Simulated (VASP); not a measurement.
A run of VASP 6.6.1:

INCAR

```
  ALGO = Normal
  EDIFF = 1E-6
  ENCUT = 520
  GGA = PE
  ISIF = 2
  ISMEAR = 0
  LASPH = T
  LCHARG = T
  LELF = T
  LREAL = F
  LVHAR = T
  LWAVE = F
  NBANDS = 26
  NELM = 80
  PREC = Accurate
  SIGMA = 0.1
```

KPOINTS

```
k-points
0
Gamma
  3 3 4
```

The input POSCAR:

```
Si
1.0
    6.0995179150     -0.0000000025      0.0000000000
   -3.0497589553      5.2823374665      0.0000000000
    0.0000000000      0.0000000000      3.7712174256
Si
8
Direct
    0.6666666667      0.3333333333      0.2500000000
    0.3333333333      0.6666666667      0.7500000000
    0.2462792769      0.3144908740      0.2500000000
    0.9317884029      0.2462792769      0.7500000000
    0.6855091260      0.9317884029      0.2500000000
    0.7537207231      0.6855091260      0.7500000000
    0.0682115971      0.7537207231      0.2500000000
    0.3144908740      0.0682115971      0.7500000000
```

Potentials or basis: VASP PAW PBE potentials, release 64 (Si).

The run is started by

```sh
$ cat potpaw_PBE.64/Si/POTCAR > POTCAR
$ mpirun -np 1 vasp_std > vasp.out
```

Hardware: 1 thread of AMD EPYC 9R45 96-Core Processor (Zen 5), on a shared host.

How long does it take, and how much memory?

Run time: 12 s on 1 thread of AMD EPYC 9R45 96-Core Processor (Zen 5), on a shared host, peak memory 0.19 GiB. Counts: scf iterations 11, k points 9.
